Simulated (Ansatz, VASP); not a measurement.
# In: VASP beside Ansatz

```
In
1.0
     3.89378    0.00000    0.00000
     0.00000    3.89378    0.00000
     0.00000    0.00000    3.64099
In
2
Direct
  0.50000 0.00000 0.28941
  0.00000 0.50000 0.71059
```

Alike in both runs: task relaxation of cell and atoms; functional PBE; k mesh 4 × 4 × 6; occupations gaussian, width 0.1 eV; no spin polarisation.

|  | VASP | Ansatz |
| --- | --- | --- |
| version | VASP 6.6.1 | Ansatz 0.2.0 |
| potentials or method | VASP PAW PBE potentials, release 64 (In_d), cutoff 600 eV | scalar-relativistic, plane waves, PAW |
| valence electrons in the cell | 26 | 26 |

Ansatz gave:

* gap on the k mesh at the Fermi level, each at its own relaxed structure (eV): none
* relaxed volume (Å³/atom): 28.08
* relaxed cell length with the largest relative difference (Å): 3.900

Q: What did VASP give for the same quantities?

A: gap on the k mesh at the Fermi level, each at its own relaxed structure (eV): none; relaxed volume (Å³/atom): 26.71; relaxed cell length with the largest relative difference (Å): 3.620.

A gap of «none» marks a metal or a gap that the smearing closes.

The k mesh is coarse, so the values compare programs but aren't converged.
